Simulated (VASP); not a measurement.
# GeCN2 (R-3m) in VASP: notebook

GeCN2 is run at these levels: PBE; tasks: single point.

Everything below comes from runs of VASP 6.6.1. Logs are shortened: lines on timing, memory, paths and dates and some standing lists are left out, and cuts for length are marked.

### Step 1. The cell of the first run

The structure is trigonal, space group R-3m (No. 166). Conventional cell: a = 3.539 Å, b = 3.539 Å, c = 14.566 Å, α = 90.00°, β = 90.00°, γ = 120.00°. Within 3.2 Å of Ge (site symmetry -3m) lie 6 N at 2.37 Å and 6 C at 3.17 Å. N (site symmetry 3m) has 1 C at 1.22 Å within 1.6 Å. C (site symmetry -3m) has 2 N at 1.22 Å within 1.6 Å.

### Step 2. Single point, PBE (13.17 Å³/atom)

Contents of INCAR:

```
PREC = Accurate
ENCUT = 520
EDIFF = 1E-6
ISMEAR = -1
SIGMA = 0.05
LREAL = F
LASPH = T
NELM = 80
ALGO = Normal
ISIF = 2
LWAVE = F
LCHARG = T
GGA = PE
LELF = T
LVHAR = T
NBANDS = 22
```

Contents of KPOINTS:

```
Automatic mesh
0
Gamma
  9 9 9
```

Contents of POSCAR:

```
GeCN2
1.0
    1.7695469874      1.0216484295      4.8554361226
   -1.7695469874      1.0216484295      4.8554361226
    0.0000000000     -2.0432968590      4.8554361226
Ge N C
1 2 1
Direct
    0.0000000000      0.0000000000      0.0000000000
    0.5839044000      0.5839044000      0.5839044000
    0.4160956000      0.4160956000      0.4160956000
    0.5000000000      0.5000000000      0.5000000000
```

Potentials or basis: VASP PAW PBE potentials, release 64 (Ge_d, N, C).

Launch:

```
$ cat potpaw_PBE.64/Ge_d/POTCAR potpaw_PBE.64/N/POTCAR potpaw_PBE.64/C/POTCAR > POTCAR
$ mpirun -np 1 vasp_std > vasp.out
```

OUTCAR:

```text
PREC = Accurate
   ENCUT = 520
   EDIFF = 1E-6
   ISMEAR = -1
   LREAL = F
   LASPH = T
   NELM = 80
   ISIF = 2
   GGA = PE

 ion  position               nearest neighbor table
   1  0.000  0.000  0.000-
   2  0.584  0.584  0.584-   4 1.22
   3  0.416  0.416  0.416-   4 1.22
   4  0.500  0.500  0.500-   2 1.22   3 1.22

  LATTYP: Found a trigonal (rhomboedric) cell.
 ALAT       =     5.2678574387
 COS(alpha) =     0.7743235887

  Lattice vectors:

 A1 = (   1.7695469874,   1.0216484295,   4.8554361226)
 A2 = (  -1.7695469874,   1.0216484295,   4.8554361226)
 A3 = (   0.0000000000,  -2.0432968590,   4.8554361226)

Analysis of symmetry for initial positions (statically):
=====================================================================
 Subroutine PRICEL returns:
 Original cell was already a primitive cell.

 Routine SETGRP: Setting up the symmetry group for a
 trigonal (rhombohedral) supercell.

 Subroutine GETGRP returns: Found 12 space group operations
 (whereof 12 operations were pure point group operations)
 out of a pool of 12 trial point group operations.

The static configuration has the point symmetry D_3d.

Analysis of symmetry for dynamics (positions and initial velocities):
=====================================================================
 Subroutine PRICEL returns:
 Original cell was already a primitive cell.

 Routine SETGRP: Setting up the symmetry group for a
 trigonal (rhombohedral) supercell.

 Subroutine GETGRP returns: Found 12 space group operations
 (whereof 12 operations were pure point group operations)
 out of a pool of 12 trial point group operations.

The dynamic configuration has the point symmetry D_3d.

 Subroutine INISYM returns: Found 12 space group operations
 (whereof 12 operations are pure point group operations),
 and found     1 'primitive' translations

----------------------------------------------------------------------------------------

                                     Primitive cell

  volume of cell :      52.6675

  direct lattice vectors                    reciprocal lattice vectors
     1.769546987  1.021648429  4.855436123     0.282558193  0.163135049  0.068651574
    -1.769546987  1.021648429  4.855436123    -0.282558193  0.163135049  0.068651574
     0.000000000 -2.043296859  4.855436123     0.000000000 -0.326270098  0.068651574

  length of vectors
     5.267857439  5.267857439  5.267857439     0.333414480  0.333414480  0.333414480

  position of ions in fractional coordinates (direct lattice)
     0.000000000  0.000000000  0.000000000
     0.583904400  0.583904400  0.583904400
     0.416095600  0.416095600  0.416095600
     0.500000000  0.500000000  0.500000000

  ion indices of the primitive-cell ions
   primitive index   ion index
                 1           1
                 2           2
                 3           3
                 4           4

----------------------------------------------------------------------------------------

 KPOINTS: Automatic mesh

Automatic generation of k-mesh.
 Grid dimensions read from file:
 generate k-points for:    9    9    9

 Generating k-lattice:

  Cartesian coordinates                     Fractional coordinates (reciprocal lattice)
     0.031395355  0.018126117  0.007627953     0.111111111 -0.000000000  0.000000000
    -0.031395355  0.018126117  0.007627953    -0.000000000  0.111111111  0.000000000
     0.000000000 -0.036252233  0.007627953     0.000000000  0.000000000  0.111111111

  Length of vectors
     0.037046053  0.037046053  0.037046053

  Shift w.r.t. Gamma in fractional coordinates (k-lattice)
     0.000000000  0.000000000  0.000000000

 Subroutine IBZKPT returns following result:
 ===========================================

 Found     85 irreducible k-points:

 Following reciprocal coordinates:
            Coordinates               Weight
  0.000000  0.000000  0.000000      1.000000
  0.111111  0.000000  0.000000      6.000000
  0.222222 -0.000000  0.000000      6.000000
  0.333333 -0.000000  0.000000      6.000000
  0.444444 -0.000000  0.000000      6.000000
  0.111111  0.111111  0.000000      6.000000
[... 16 lines left out ...]
 -0.333333  0.333333  0.000000      6.000000
  0.444444  0.444444  0.000000      6.000000
 [... further k-points ...]
   k-points           NKPTS =     85   k-points in BZ     NKDIM =     85   number of bands    NBANDS=     22
   number of dos      NEDOS =    301   number of ions     NIONS =      4
   total plane-waves  NPLWV =  64000
   dimension x,y,z NGX =    40 NGY =   40 NGZ =   40
   dimension x,y,z NGXF=    80 NGYF=   80 NGZF=   80
   ions per type =               1   2   1
   NGX,Y,Z   is equivalent  to a cutoff of  12.62, 12.62, 12.62 a.u.
   NGXF,Y,Z  is equivalent  to a cutoff of  25.25, 25.25, 25.25 a.u.
 SYSTEM =  unknown system
   PREC   = accura    normal or accurate (medium, high low for compatibility)
   ISTART =      0    job   : 0-new  1-cont  2-samecut
   ICHARG =      2    charge: 1-file 2-atom 10-const
   ISPIN  =      1    spin polarized calculation?
   LNONCOLLINEAR =      F non collinear calculations
   LSORBIT =      F    spin-orbit coupling
   LASPH  =      T    aspherical Exc in radial PAW
   ENCUT  =  520.0 eV  38.22 Ry    6.18 a.u.   9.79  9.79  9.79*2*pi/ulx,y,z
   NELM   =     80;   NELMIN=  2; NELMDL= -5     # of ELM steps
   EDIFF  = 0.1E-05   stopping-criterion for ELM
   LREAL  =      F    real-space projection
   EDIFFG = 0.1E-04   stopping-criterion for IOM
   NSW    =      0    number of steps for IOM
   IBRION =     -1    ionic relax: 0-MD 1-quasi-New 2-CG
   NFREE  =      0    steps in history (QN), initial steepest desc. (CG)
   ISIF   =      2    stress and relaxation
   ISYM   =      2    0-nonsym 1-usesym 2-fastsym
   POTIM  = 0.5000    time-step for ionic-motion
   TEBEG  =    0.0;   TEEND  =   0.0 temperature during run
   PSTRESS=    0.0 pullay stress
   NELECT =      28.0000    total number of electrons
   NUPDOWN=      -1.0000    fix difference up-down
   EMIN   =  10.00;   EMAX   =-10.00  energy-range for DOS
   EFERMI =   0.00;   METHOD = LEGACY
   ISMEAR =    -1;   SIGMA  =   0.05  broadening in eV -4-tet -1-fermi 0-gaus
   EFERMI_NEDOS =   21; number of points for ismear=-14 and -15
   IALGO  =     38    algorithm
   IMIX   =      4    mixing-type and parameters
     AMIX     =   0.40;   BMIX     =  1.00
     AMIX_MAG =   1.60;   BMIX_MAG =  1.00
  volume/ion in A,a.u.               =      13.17        88.85
  Fermi-wavevector in a.u.,A,eV,Ry     =   1.326213  2.506178 23.930469  1.758840
  Thomas-Fermi vector in A             =   2.455616
   LORBIT       =      0    0 simple, 1 ext, 2 COOP (PROOUT), +10 PAW based schemes
   GGA     = PE    functional components
   LHFCALC =     F    Hartree Fock is set to
   AEXX    =    0.0000 exact exchange contribution
   IVDW    =     0    specifies the selected vdW correction
   LEPSILON=     F    determine dielectric tensor
   LRPA    =     F    only Hartree local field effects (RPA)
 non-spin polarized calculation
  energy-cutoff  :      520.00
  volume of cell :       52.67
 maximum number of plane-waves:      1447
   NGX = 19   NGY = 19   NGZ = 19

 number of electron      28.0000005 magnetization

 Free energy of the ion-electron system (eV)
  ---------------------------------------------------
  ext. energy  EPLUGINS =         0.00000000
  ---------------------------------------------------
  free energy    TOTEN  =       -29.12348742 eV

  energy without entropy =      -29.12348682  energy(sigma->0) =      -29.12348712

 E-fermi :   4.5543     XC(G=0):  -9.8612

 val. band max:        3.9981715939   @ k =  -0.4444  -0.4444   0.2222
 cond. band min:       5.0184651766   @ k =   0.4444   0.4444   0.4444
 fundamental gap:      1.0202935827
 Fermi energy:         4.5542741429

 k-point     1 :       0.0000    0.0000    0.0000
  band No.  band energies     occupation
      1     -20.7557      2.00000
      2     -20.7517      2.00000
      3     -20.7517      2.00000
      4     -20.7407      2.00000
      5     -20.7407      2.00000
      6     -15.6530      2.00000
[... 14 lines left out ...]
     21      14.2109      0.00000
     22      14.7740      0.00000

 k-point     2 :       0.1111    0.0000    0.0000
  band No.  band energies     occupation
      1     -20.7549      2.00000
      2     -20.7523      2.00000
      3     -20.7494      2.00000
      4     -20.7425      2.00000
      5     -20.7410      2.00000
      6     -15.6108      2.00000
[... 14 lines left out ...]
     21      13.4560      0.00000
     22      14.6494      0.00000

 k-point     3 :       0.2222   -0.0000    0.0000
  band No.  band energies     occupation
      1     -20.7579      2.00000
      2     -20.7497      2.00000
      3     -20.7458      2.00000
      4     -20.7438      2.00000
      5     -20.7418      2.00000
      6     -15.5008      2.00000
[... 14 lines left out ...]
     21      12.2907      0.00000
     22      15.4117      0.00000

 k-point     4 :       0.3333   -0.0000    0.0000
  band No.  band energies     occupation
      1     -20.7637      2.00000
      2     -20.7507      2.00000
      3     -20.7434      2.00000
      4     -20.7432      2.00000
      5     -20.7368      2.00000
      6     -15.3707      2.00000
[... 14 lines left out ...]
     21      12.5901      0.00000
     22      15.8899      0.00000

 k-point     5 :       0.4444   -0.0000    0.0000
  band No.  band energies     occupation
      1     -20.7679      2.00000
      2     -20.7524      2.00000
      3     -20.7439      2.00000
      4     -20.7404      2.00000
      5     -20.7325      2.00000
      6     -15.2825      2.00000
[... 14 lines left out ...]
     21      13.6860      0.00000
     22      15.6464      0.00000

 k-point     6 :       0.1111    0.1111    0.0000
  band No.  band energies     occupation
      1     -20.7548      2.00000
      2     -20.7523      2.00000
      3     -20.7494      2.00000
      4     -20.7425      2.00000
      5     -20.7410      2.00000
      6     -15.6038      2.00000
[... 14 lines left out ...]
     21      13.3997      0.00000
     22      14.6395      0.00000

 k-point     7 :       0.2222    0.1111    0.0000
  band No.  band energies     occupation
      1     -20.7547      2.00000
      2     -20.7529      2.00000
      3     -20.7451      2.00000
      4     -20.7449      2.00000
      5     -20.7418      2.00000
      6     -15.5219      2.00000
[... 324 lines left out ...]
      6     -15.3211      2.00000
[... 14 lines left out ...]
     21      13.1598      0.00000
     22      15.6498      0.00000

 k-point    21 :       0.4444    0.3333    0.0000
  band No.  band energies     occupation
      1     -20.7652      2.00000
      2     -20.7513      2.00000
      3     -20.7448      2.00000
      4     -20.7424      2.00000
      5     -20.7348      2.00000
      6     -15.2497      2.00000
[... 14 lines left out ...]
     21      13.6529      0.00000
     22      16.0399      0.00000

 k-point    22 :      -0.4444    0.3333   -0.0000
  band No.  band energies     occupation
      1     -20.7616      2.00000
      2     -20.7491      2.00000
      3     -20.7480      2.00000
      4     -20.7425      2.00000
      5     -20.7369      2.00000
      6     -15.2000      2.00000
[... 14 lines left out ...]
     21      14.4307      0.00000
     22      15.3681      0.00000

 k-point    23 :      -0.3333    0.3333    0.0000
  band No.  band energies     occupation
      1     -20.7557      2.00000
      2     -20.7546      2.00000
      3     -20.7429      2.00000
      4     -20.7423      2.00000
      5     -20.7423      2.00000
      6     -15.1958      2.00000
[... 14 lines left out ...]
     21      14.1658      0.00000
     22      14.9910      0.00000

 k-point    24 :       0.4444    0.4444    0.0000
  band No.  band energies     occupation
      1     -20.7693      2.00000
      2     -20.7530      2.00000
      3     -20.7437      2.00000
      4     -20.7402      2.00000
      5     -20.7325      2.00000
      6     -15.2161      2.00000
[... 14 lines left out ...]
     21      13.3247      0.00000
     22      16.2953      0.00000

 [... further k-points ...]

------------------------ aborting loop because EDIFF is reached ----------------------------------------

  FORCE on cell =-STRESS in cart. coord.  units (eV):
  Direction    XX          YY          ZZ          XY          YZ          ZX
  --------------------------------------------------------------------------------------
  -------------------------------------------------------------------------------------
  Total        0.7495944      0.7495944      4.3686946      0.0000000      0.0000000      0.0000000
  in kB       22.8030979     22.8030979    132.8982326      0.0000000      0.0000000      0.0000000
  external PRESSURE =      59.5014761 kB  Pullay stress =       0.0000000 kB

 VOLUME and BASIS-vectors are now :
 -----------------------------------------------------------------------------
  energy-cutoff  :      520.00
  volume of cell :       52.67
      direct lattice vectors                 reciprocal lattice vectors
     1.769546987  1.021648429  4.855436123     0.282558193  0.163135049  0.068651574
    -1.769546987  1.021648429  4.855436123    -0.282558193  0.163135049  0.068651574
     0.000000000 -2.043296859  4.855436123     0.000000000 -0.326270098  0.068651574

 POSITION                                       TOTAL-FORCE (eV/Angst)
 -----------------------------------------------------------------------------------
      0.00000      0.00000      0.00000        -0.000000     -0.000000     -0.000000
      0.00000      0.00000      8.50533        -0.000000     -0.000000      1.303110
      0.00000      0.00000      6.06098        -0.000000      0.000000     -1.303110
      0.00000      0.00000      7.28315         0.000000     -0.000000     -0.000000
 -----------------------------------------------------------------------------------
    total drift:                               -0.000000      0.000000     -0.000000

  FREE ENERGIE OF THE ION-ELECTRON SYSTEM (eV)
  ---------------------------------------------------
  free  energy   TOTEN  =       -29.1234874246 eV

  energy  without entropy=      -29.1234868192  energy(sigma->0) =      -29.12348712
```

Wall time 4.3 min (1 thread of Intel Xeon 8259CL, shared host); peak memory 0.29 GiB.

Results:

- Free energy: -29.1235 eV
- Pressure: 6.0 GPa
- Largest force: 1.303 eV/Å
- Band gap on the k mesh: 1.02 eV (least direct gap 1.80 eV)

Forces in eV/Å, atoms in the order of the input:
```
Ge   0.000  0.000  0.000
N    0.000  0.000  1.303
N    0.000  0.000 -1.303
C    0.000  0.000  0.000
```

Caveat: the cell stands under pressure; an odd mesh through Γ misses points on the zone boundary, where band edges can lie; forces of over 1 eV/Å act on the atoms, so gaps and moduli don't describe the material at rest.

(Continued in part 2 of 3.)
